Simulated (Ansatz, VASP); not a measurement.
**Cu6O7 in VASP and in Ansatz**

```
O Cu
1.0
     2.94870    0.00000    0.00000
    -0.00819    2.94869    0.00000
     0.00000    0.00000   30.45379
O Cu
7 6
Direct
  0.50000 0.50000 0.25229
  0.50000 0.50000 0.33090
  0.50000 0.50000 0.41552
  0.50000 0.50000 0.50000
  0.50000 0.50000 0.58448
  0.50000 0.50000 0.66910
  0.50000 0.50000 0.74771
  0.50000 0.00000 0.28878
  0.00000 0.50000 0.37311
  0.50000 0.00000 0.45756
  0.00000 0.50000 0.54244
  0.50000 0.00000 0.62689
  0.00000 0.50000 0.71122
```

Alike in both runs: functional PBE; k mesh 12 × 12 × 1; occupations gaussian, width 0.1 eV; no spin polarisation.

Ansatz relaxed the structure, and its values are those at the end. VASP's run is a single point on that final structure, the one shown.

```csv
,VASP,Ansatz
version,VASP 6.6.1,Ansatz 0.2.0
potentials or method,"VASP PAW PBE potentials, release 64 (O, Cu), cutoff 520 eV","scalar-relativistic, plane waves, PAW"
valence electrons in the cell,108,156
```

VASP gave:

```
gap on the k mesh at the Fermi level (eV) : none
rms of the force components (eV/Å)        : 0.030
```

**Question.** Estimate Ansatz's values.

**Answer.** gap on the k mesh at the Fermi level (eV): none; rms of the force components (eV/Å): 0.001.

A gap of «none» marks a metal or a gap that the smearing closes. The functional is the same, so the differences come from potentials, cutoffs and numerics. VASP's potentials hold 108 valence electrons a cell and Ansatz's 156, so a difference there can come from the potentials and not from the codes. Ansatz's warnings: xc potential rough in thin density.
